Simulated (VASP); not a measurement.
Here is a VASP 6.6.1 calculation.

INCAR

```
SYSTEM = Al4Si
PREC = Accurate
ENCUT = 520
EDIFF = 1E-7
ISMEAR = -1
SIGMA = 0.1
LREAL = .False.
LASPH = .True.
NELM = 80
ALGO = Normal
ISIF = 2
LWAVE = .False.
LCHARG = .False.
LDIPOL = .True.
IDIPOL = 3
DIPOL = 0.5 0.5 0.500
GGA = PS
NBANDS = 16
```

File KPOINTS:

```
Automatic mesh
0
Gamma
  13 9 1
  0 0 0
```

Contents of POSCAR:

```
Al4Si
1.0
    2.8388187244      0.0000000000      0.0000000000
    0.0000000000      4.0146959412      0.0000000000
    0.0000000000      0.0000000000     21.6776000000
Al Si
4 1
Direct
    0.0000000000      0.0000000000      0.3735785802
    0.5000000000      0.5000000000      0.4345880705
    0.5000000000      0.5000000000      0.5654119312
    0.0000000000      0.0000000000      0.6264214195
    0.0000000000      0.0000000000      0.4999999986
```

Potentials or basis: VASP PAW PBE potentials, release 64 (Al, Si).

Launch:

```bash
$ cat potpaw_PBE.64/Al/POTCAR potpaw_PBE.64/Si/POTCAR > POTCAR
$ mpirun -np 1 vasp_std > vasp.out
```

(1) Estimate the band gap on the k mesh.

(2) What does it give for the largest force?

Results:

(1) zero (band 8 reaches 0.62 eV, above the bottom of band 9 at -0.91 eV).

(2) 0.259 eV/Å.

Caveat: the PAW data sets were made with another functional, which shifts forces and pressure a little.
